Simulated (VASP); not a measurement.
# C (P2_1/m) in VASP: a series of runs, part 2 of 2

VASP 6.6.1.

## (3) Single point, PBEsol (mode 4 frozen in at -0.426 Å, normal strain along x +0.0700)

Input file INCAR:

```
SYSTEM = C
PREC = Accurate ; ENCUT = 520
EDIFF = 1E-6 ; ISMEAR = 0
SIGMA = 0.15 ; LREAL = .FALSE.
LASPH = .TRUE. ; NELM = 100
ALGO = Normal ; ISIF = 2
LWAVE = .FALSE. ; LCHARG = .TRUE.
GGA = PS ; LELF = .TRUE.
LVHAR = .TRUE. ; NBANDS = 16
```

Input file KPOINTS:

```
Automatic mesh
0
G
  18 18 6
  0 0 0
```

Input file POSCAR:

```
C
1.0
    2.6308443279      0.0000000000      0.0000000000
   -1.3154221640      2.1293252536      0.0000000000
    0.0000000000      0.0000000000      7.2458067263
C
4
Direct
   -0.1732438402      0.0000000000      0.0025000000
    0.1732438402      0.0000000000      0.5025000000
    0.1600733669      0.6666666667      0.0025000000
    0.8399266331      0.3333333333      0.5025000000
```

Potentials or basis: VASP PAW PBE potentials, release 64 (C).

On the command line:

```bash
> cat potpaw_PBE.64/C/POTCAR > POTCAR
> mpirun -np 1 vasp_std > vasp.out
```

OUTCAR:

```text
SYSTEM = C
   PREC = Accurate
   ENCUT = 520
   EDIFF = 1E-6
   ISMEAR = 0
   LREAL = .FALSE.
   LASPH = .TRUE.
   NELM = 100
   ISIF = 2
   GGA = PS

 ion  position               nearest neighbor table
   1  0.827  0.000  0.002-   3 1.42   3 1.49   3 1.49
   2  0.173  0.000  0.502-   4 1.42   4 1.49   4 1.49
   3  0.160  0.667  0.002-   1 1.42   1 1.49   1 1.49
   4  0.840  0.333  0.502-   2 1.42   2 1.49   2 1.49

  Warning from LATTYP: Monoclinic adjustment (A1->A3, A2->A1, A3->A2)!
  LATTYP: Found a base centered orthorhombic cell.
 ALAT       =     2.6308443279
 B/A-ratio  =     1.6187390725
 C/A-ratio  =     2.7541753989

  Lattice vectors:

 A1 = (   1.3154221640,  -2.1293252536,   0.0000000000)
 A2 = (   1.3154221639,   2.1293252536,   0.0000000000)
 A3 = (   0.0000000000,   0.0000000000,   7.2458067263)

Analysis of symmetry for initial positions (statically):
=====================================================================
 Subroutine PRICEL returns:
 Original cell was already a primitive cell.

[... 176 lines left out ...]

 val. band max:        3.2881219343   @ k =   0.3333   0.3333   0.0000
 cond. band min:       3.6011843837   @ k =   0.2778   0.3889   0.0000
 fundamental gap:      0.3130624494
 Fermi energy:         3.4718473771

 k-point     1 :       0.0000    0.0000    0.0000
  band No.  band energies     occupation
      1     -15.4014      2.00000
      2     -15.2265      2.00000
      3      -4.2697      2.00000
      4      -2.8721      2.00000
      5       0.3690      2.00000
      6       0.3752      2.00000
[... 433 lines left out ...]
      3      -3.6848      2.00000
      4      -2.3209      2.00000
      5      -1.4693      2.00000
      6      -1.4327      2.00000
[... 8 lines left out ...]
     15      12.4112      0.00000
     16      13.0172      0.00000

 [... further k-points ...]

------------------------ aborting loop because EDIFF is reached ----------------------------------------

  FORCE on cell =-STRESS in cart. coord.  units (eV):
  Direction    XX          YY          ZZ          XY          YZ          ZX
  --------------------------------------------------------------------------------------
  -------------------------------------------------------------------------------------
  Total      -14.1491319     -2.0176976      0.1297071     -0.0258743      0.0000000      0.0000000
  in kB     -558.4913830    -79.6421118      5.1197687     -1.0213046      0.0000000      0.0000000
  external PRESSURE =    -211.0045754 kB  Pullay stress =       0.0000000 kB

 VOLUME and BASIS-vectors are now :
 -----------------------------------------------------------------------------
  energy-cutoff  :      520.00
  volume of cell :       40.59
      direct lattice vectors                 reciprocal lattice vectors
     2.630844328  0.000000000  0.000000000     0.380106109  0.234816170  0.000000000
    -1.315422164  2.129325254  0.000000000     0.000000000  0.469632339  0.000000000
     0.000000000  0.000000000  7.245806726     0.000000000  0.000000000  0.138010858

 POSITION                                       TOTAL-FORCE (eV/Angst)
 -----------------------------------------------------------------------------------
      2.17507      0.00000      0.01811         0.001519     -0.442499      0.000000
      0.45578      0.00000      3.64102        -0.001519      0.442499      0.000000
     -0.45582      1.41955      0.01811         0.010307      0.421363      0.000000
      1.77124      0.70978      3.64102        -0.010307     -0.421363      0.000000
 -----------------------------------------------------------------------------------
    total drift:                                0.000000      0.000000     -0.000010

  FREE ENERGIE OF THE ION-ELECTRON SYSTEM (eV)
  ---------------------------------------------------
  free  energy   TOTEN  =       -38.0836677263 eV

  energy  without entropy=      -38.0834601160  energy(sigma->0) =      -38.08356392
```

OSZICAR:

```text
N       E                     dE             d eps       ncg     rms          rms(c)
DAV:   1     0.269065732465E+02    0.26907E+02   -0.72748E+03 21008   0.886E+02
DAV:   2    -0.372007297952E+02   -0.64107E+02   -0.58813E+02 29576   0.178E+02
DAV:   3    -0.398522689332E+02   -0.26515E+01   -0.26386E+01 27520   0.336E+01
DAV:   4    -0.398774946198E+02   -0.25226E-01   -0.25209E-01 26752   0.390E+00
DAV:   5    -0.398779570843E+02   -0.46246E-03   -0.46244E-03 26880   0.502E-01    0.803E+00
DAV:   6    -0.385188518852E+02    0.13591E+01   -0.93389E-01 25320   0.595E+00    0.464E+00
DAV:   7    -0.380789602982E+02    0.43989E+00   -0.11476E+00 26392   0.669E+00    0.110E+00
DAV:   8    -0.380841376791E+02   -0.51774E-02   -0.55720E-02 25824   0.142E+00    0.184E-01
DAV:   9    -0.380834425123E+02    0.69517E-03   -0.15252E-03 26744   0.270E-01    0.769E-02
DAV:  10    -0.380836580589E+02   -0.21555E-03   -0.36684E-04 23384   0.117E-01    0.476E-02
DAV:  11    -0.380836663427E+02   -0.82838E-05   -0.14043E-05 27216   0.266E-02    0.852E-03
DAV:  12    -0.380836673739E+02   -0.10312E-05   -0.16112E-06 22832   0.886E-03    0.147E-03
DAV:  13    -0.380836677263E+02   -0.35235E-06   -0.30417E-07 20152   0.384E-03
   1 F= -.38083668E+02 E0= -.38083564E+02  d E =-.207610E-03
```

It took 4 min on 1 thread of Intel Xeon Platinum 8488C (Sapphire Rapids), shared host; peak memory 0.39 GiB.

What came out:

```
Free energy            : -38.0837 eV
Pressure               : -21.1 GPa
Largest force          : 0.443 eV/Å
Band gap on the k mesh : 0.31 eV, indirect (least direct gap 0.34 eV)
```

Forces in eV/Å, atoms in the order of the input:
```
C    0.002 -0.442  0.000
C   -0.002  0.442  0.000
C    0.010  0.421  0.000
C   -0.010 -0.421  0.000
```

Stress tensor (GPa, compression positive):
```
-55.85  -0.10   0.00
 -0.10  -7.96   0.00
  0.00   0.00   0.51
```

Caveat: the cell differs from its parent crystal (mode 4 frozen in at -0.426 Å, normal strain along x +0.0700); the PAW data sets were made with another functional, which shifts forces and pressure a little; this functional lacks dispersion, which binds the layers, so the pressure and a relaxed spacing across them are unreliable. A k mesh can miss the band edges.

## (4) Single point, PBEsol (mode 4 frozen in at -0.426 Å, normal strain along x -0.0700)

Input file INCAR:

```
SYSTEM = C
ALGO = Normal
EDIFF = 1E-6
ENCUT = 520
GGA = PS
ISIF = 2
ISMEAR = 0
LASPH = .True.
LCHARG = .True.
LELF = .True.
LREAL = .False.
LVHAR = .True.
LWAVE = .False.
NBANDS = 16
NELM = 60
PREC = Accurate
SIGMA = 0.15
```

Input file KPOINTS:

```
k-points
0
Gamma
  18 18 6
  0 0 0
```

POSCAR: that of step 3 with these lines changed.

```diff
@@ -2,4 +2,4 @@
 1.0
-    2.6308443279      0.0000000000      0.0000000000
-   -1.3154221640      2.1293252536      0.0000000000
+    2.2866217055      0.0000000000      0.0000000000
+   -1.1433108528      2.1293252536      0.0000000000
     0.0000000000      0.0000000000      7.2458067263
```

On the command line:

```bash
> cat potpaw_PBE.64/C/POTCAR > POTCAR
> mpirun -np 1 vasp_std > vasp.out
```

Wall time 4.7 min (1 thread of AMD EPYC 7R43 (Zen 3), shared host); peak memory 0.31 GiB.

It converged, with:

```yaml
Free_energy: -37.8759 eV
Pressure: 35.2 GPa
Largest_force: 1.500 eV/Å
Band_gap_on_the_k_mesh: 0.42 eV, indirect (least direct gap 0.53 eV)
```

Forces on the atoms (eV/Å):
```
C    0.007  1.483  0.000
C   -0.007 -1.483  0.000
C    0.001 -1.500  0.000
C   -0.001  1.500  0.000
```

Stress tensor (GPa, compression positive):
```
89.34 -0.02  0.00
-0.02 15.89  0.00
 0.00  0.00  0.25
```

Levels at points of the mesh, in eV from the valence-band top:
```csv
k point,band 6,band 7,band 8,band 9,band 10,band 11
"(0.00, 0.00, 0.00)",-3.08,-2.52,-2.51,3.22,7.97,7.99
"(0.50, 0.00, 0.00)",-6.97,-2.54,-1.67,1.30,2.35,7.73
"(0.50, 0.50, 0.00)",-6.96,-2.37,-1.92,1.57,2.17,7.73
"(0.00, 0.50, 0.00)",-5.65,-3.40,-2.98,1.52,2.21,10.36
"(0.00, 0.00, 0.50)",-3.08,-2.51,-2.51,5.30,5.30,7.98
"(0.50, 0.00, 0.50)",-6.97,-2.13,-2.13,1.78,1.78,7.78
"(0.50, 0.50, 0.50)",-6.97,-2.12,-2.12,1.78,1.78,7.78
"(0.00, 0.50, 0.50)",-5.65,-3.17,-3.17,1.75,1.75,10.57
```

Caveat: the cell differs from its parent crystal (mode 4 frozen in at -0.426 Å, normal strain along x -0.0700); the PAW data sets were made with another functional, which shifts forces and pressure a little; this functional lacks dispersion, which binds the layers, so the pressure and a relaxed spacing across them are unreliable. A k mesh can miss the band edges.

## (5) Single point, PBEsol (mode 4 frozen in at -0.426 Å, normal strain along x -0.0467)

Input file INCAR:

```
SYSTEM = C
  PREC = Accurate
  ENCUT = 520
  EDIFF = 1E-6
  ISMEAR = 0
  SIGMA = 0.15
  LREAL = .False.
  LASPH = .True.
  NELM = 60
  ALGO = Normal
  ISIF = 2
  LWAVE = .False.
  LCHARG = .False.
  GGA = PS
  NBANDS = 16
```

Input file KPOINTS:

```
Automatic mesh
0
Gamma
  18 18 6
  0 0 0
```

POSCAR: that of step 4 with these lines changed.

```diff
@@ -2,4 +2,4 @@
 1.0
-    2.2866217055      0.0000000000      0.0000000000
-   -1.1433108528      2.1293252536      0.0000000000
+    2.3439101848      0.0000000000      0.0000000000
+   -1.1719550924      2.1293252536      0.0000000000
     0.0000000000      0.0000000000      7.2458067263
```

On the command line:

```bash
> cat potpaw_PBE.64/C/POTCAR > POTCAR
> mpirun -np 1 vasp_std > vasp.out
```

It took 4.1 min on 1 thread of AMD EPYC 7R43 (Zen 3), shared host; peak memory 0.32 GiB.

It converged, with:

```
Free energy            : -38.2741 eV
Pressure               : 22.0 GPa
Largest force          : 0.847 eV/Å
Band gap on the k mesh : 0.41 eV, indirect (the least direct gap lies 3.1 meV higher)
```

Forces on the atoms (eV/Å):
```
C    0.009  0.829  0.000
C   -0.009 -0.829  0.000
C    0.000 -0.847  0.000
C    0.000  0.847  0.000
```

Stress tensor (GPa, compression positive):
```
55.60 -0.01  0.00
-0.01 10.14  0.00
 0.00  0.00  0.28
```

Levels at points of the mesh, in eV from the valence-band top:
```csv
k point,band 5,band 6,band 7,band 8,band 9,band 10,band 11,band 12
"(0.00, 0.00, 0.00)",-2.86,-2.86,-2.55,-2.55,3.49,8.32,8.34,8.66
"(0.50, 0.00, 0.00)",-6.63,-6.62,-2.48,-1.59,1.39,2.47,7.77,7.87
"(0.50, 0.50, 0.00)",-6.63,-6.62,-2.31,-1.85,1.67,2.28,7.77,7.87
"(0.00, 0.50, 0.00)",-5.79,-5.78,-2.97,-2.54,1.67,2.33,9.55,9.69
"(0.00, 0.00, 0.50)",-2.86,-2.86,-2.55,-2.55,5.58,5.58,8.33,8.33
"(0.50, 0.00, 0.50)",-6.62,-6.62,-2.06,-2.06,1.89,1.89,7.82,7.82
"(0.50, 0.50, 0.50)",-6.62,-6.62,-2.06,-2.06,1.89,1.89,7.82,7.82
"(0.00, 0.50, 0.50)",-5.78,-5.78,-2.73,-2.73,1.89,1.89,9.63,9.63
```

Caveat: the cell differs from its parent crystal (mode 4 frozen in at -0.426 Å, normal strain along x -0.0467); the PAW data sets were made with another functional, which shifts forces and pressure a little; this functional lacks dispersion, which binds the layers, so the pressure and a relaxed spacing across them are unreliable. A k mesh can miss the band edges.

## (6) Single point, PBEsol (mode 4 frozen in at -0.426 Å, normal strain along x -0.0233)

Input file INCAR:

```
SYSTEM = C
PREC = Accurate
ENCUT = 520
EDIFF = 1E-7
ISMEAR = 0
SIGMA = 0.15
LREAL = .FALSE.
LASPH = .TRUE.
NELM = 60
ALGO = Normal
ISIF = 2
LWAVE = .FALSE.
LCHARG = .FALSE.
GGA = PS
NBANDS = 16
```

Input file KPOINTS:

```
regular mesh
0
G
  18 18 6
  0 0 0
```

POSCAR: that of step 5 with these lines changed.

```diff
@@ -2,4 +2,4 @@
 1.0
-    2.3439101848      0.0000000000      0.0000000000
-   -1.1719550924      2.1293252536      0.0000000000
+    2.4014445374      0.0000000000      0.0000000000
+   -1.2007222687      2.1293252536      0.0000000000
     0.0000000000      0.0000000000      7.2458067263
```

Potentials or basis: VASP PAW PBE potentials, release 64 (C).

On the command line:

```bash
> cat potpaw_PBE.64/C/POTCAR > POTCAR
> mpirun -np 1 vasp_std > vasp.out
```

Run time: 4.5 min. Hardware: 1 thread of Intel Xeon Platinum 8488C (Sapphire Rapids), shared host; peak memory 0.36 GiB.

The run converged. Its results:

* Free energy: -38.4994 eV
* Pressure: 10.6 GPa
* Largest force: 0.357 eV/Å
* Band gap on the k mesh: 0.21 eV, direct

Forces in eV/Å, atoms in the order of the input:
```
C    0.009  0.340  0.000
C   -0.009 -0.340  0.000
C    0.000 -0.357  0.000
C    0.000  0.357  0.000
```

Stress tensor (GPa, compression positive):
```
26.24 -0.02  0.00
-0.02  5.20  0.00
 0.00  0.00  0.28
```

Levels at points of the mesh, in eV from the valence-band top:
| k point | band 4 | band 5 | band 6 | band 7 | band 8 | band 9 | band 10 | band 11 | band 12 | band 13 |
| --- | --- | --- | --- | --- | --- | --- | --- | --- | --- | --- |
| (0.00, 0.00, 0.00) | -7.13 | -2.91 | -2.90 | -2.78 | -2.77 | 3.51 | 8.38 | 8.40 | 8.68 | 9.00 |
| (0.50, 0.00, 0.00) | -13.36 | -6.51 | -6.50 | -2.64 | -1.74 | 1.25 | 2.37 | 7.58 | 7.69 | 11.06 |
| (0.50, 0.50, 0.00) | -13.37 | -6.51 | -6.50 | -2.47 | -2.00 | 1.54 | 2.17 | 7.58 | 7.69 | 11.09 |
| (0.00, 0.50, 0.00) | -13.31 | -6.11 | -6.10 | -2.78 | -2.34 | 1.56 | 2.20 | 8.45 | 8.57 | 10.79 |
| (0.00, 0.00, 0.50) | -7.84 | -2.90 | -2.90 | -2.78 | -2.78 | 5.61 | 5.61 | 8.39 | 8.39 | 9.01 |
| (0.50, 0.00, 0.50) | -13.40 | -6.51 | -6.51 | -2.22 | -2.22 | 1.77 | 1.77 | 7.63 | 7.63 | 12.31 |
| (0.50, 0.50, 0.50) | -13.40 | -6.51 | -6.51 | -2.21 | -2.21 | 1.76 | 1.76 | 7.63 | 7.63 | 12.27 |
| (0.00, 0.50, 0.50) | -13.34 | -6.11 | -6.11 | -2.54 | -2.54 | 1.78 | 1.78 | 8.51 | 8.51 | 12.17 |

Caveat: the cell differs from its parent crystal (mode 4 frozen in at -0.426 Å, normal strain along x -0.0233); the PAW data sets were made with another functional, which shifts forces and pressure a little; this functional lacks dispersion, which binds the layers, so the pressure and a relaxed spacing across them are unreliable.

## (7) Single point, PBEsol (mode 4 frozen in at -0.426 Å, normal strain along x +0.0233)

Input file INCAR:

```
ALGO = Normal ; EDIFF = 1E-6
ENCUT = 520 ; GGA = PS
ISIF = 2 ; ISMEAR = 0
LASPH = T ; LCHARG = F
LREAL = F ; LWAVE = F
NBANDS = 16 ; NELM = 80
PREC = Accurate ; SIGMA = 0.15
```

Input file KPOINTS:

```
k-points
0
Gamma
  18 18 6
```

POSCAR: that of step 6 with these lines changed.

```diff
@@ -2,4 +2,4 @@
 1.0
-    2.4014445374      0.0000000000      0.0000000000
-   -1.2007222687      2.1293252536      0.0000000000
+    2.5160214960      0.0000000000      0.0000000000
+   -1.2580107480      2.1293252536      0.0000000000
     0.0000000000      0.0000000000      7.2458067263
```

On the command line:

```bash
> cat potpaw_PBE.64/C/POTCAR > POTCAR
> mpirun -np 1 vasp_std > vasp.out
```

Run time: 3.6 min. Hardware: 1 thread of Oxide Virtual Turin-like, shared host; peak memory 0.34 GiB.

Results (log left out):

| Quantity | Value |
| --- | --- |
| Free energy | -38.5172 eV |
| Pressure | -7.7 GPa |
| Largest force | 0.244 eV/Å |
| Band gap on the k mesh | 0.19 eV, direct |

Forces on the atoms (eV/Å):
```
C    0.000 -0.244  0.000
C    0.000  0.244  0.000
C    0.009  0.226  0.000
C   -0.009 -0.226  0.000
```

Stress tensor (GPa, compression positive):
```
-20.94  -0.10   0.00
 -0.10  -2.51   0.00
  0.00   0.00   0.37
```

Levels at points of the mesh, in eV from the valence-band top:
```
           k point  band 6  band 7  band 8  band 9  band 10  band 11
(0.00, 0.00, 0.00)   -2.97   -2.89   -2.89    3.71     7.94     7.95
(0.50, 0.00, 0.00)   -6.12   -2.79   -1.85    1.16     2.33     7.39
(0.50, 0.50, 0.00)   -6.12   -2.62   -2.13    1.47     2.12     7.39
(0.00, 0.50, 0.00)   -6.48   -2.30   -1.85    1.46     2.05     6.57
(0.00, 0.00, 0.50)   -2.97   -2.89   -2.89    5.82     5.82     7.94
(0.50, 0.00, 0.50)   -6.12   -2.35   -2.35    1.69     1.69     7.44
(0.50, 0.50, 0.50)   -6.12   -2.35   -2.35    1.69     1.69     7.44
(0.00, 0.50, 0.50)   -6.49   -2.05   -2.05    1.65     1.65     6.63
```

Caveat: the cell differs from its parent crystal (mode 4 frozen in at -0.426 Å, normal strain along x +0.0233); the PAW data sets were made with another functional, which shifts forces and pressure a little; this functional lacks dispersion, which binds the layers, so the pressure and a relaxed spacing across them are unreliable. A k mesh can miss the band edges.

## (8) Summary

```csv
cell,gap on the mesh (eV),pressure (GPa),largest force (eV/Å)
"a = 2.574, b = 2.488, c = 7.246 Å, angles 90.0, 90.0, 121.1°, 4 atoms",0.32,-14.9,0.39
"a = 2.631, b = 2.503, c = 7.246 Å, angles 90.0, 90.0, 121.7°, 4 atoms",0.31,-21.1,0.44
"a = 2.287, b = 2.417, c = 7.246 Å, angles 90.0, 90.0, 118.2°, 4 atoms",0.42,35.2,1.50
"a = 2.344, b = 2.431, c = 7.246 Å, angles 90.0, 90.0, 118.8°, 4 atoms",0.41,22.0,0.85
"a = 2.401, b = 2.445, c = 7.246 Å, angles 90.0, 90.0, 119.4°, 4 atoms",0.21,10.6,0.36
"a = 2.516, b = 2.473, c = 7.246 Å, angles 90.0, 90.0, 120.6°, 4 atoms",0.19,-7.7,0.24
```

Alike in all rows: task single point; level PBEsol; potentials or basis VASP PAW PBE potentials, release 64 (C); no spin polarisation; k mesh 18 × 18 × 6; cutoff (eV) 520; smearing gaussian 0.15 eV.

Caveats: the PAW data sets were made with another functional, which shifts forces and pressure a little; this functional lacks dispersion, which binds the layers, so the pressure and a relaxed spacing across them are unreliable.

Total energies depend on the potentials used, so only differences within one code and one set of settings carry meaning.
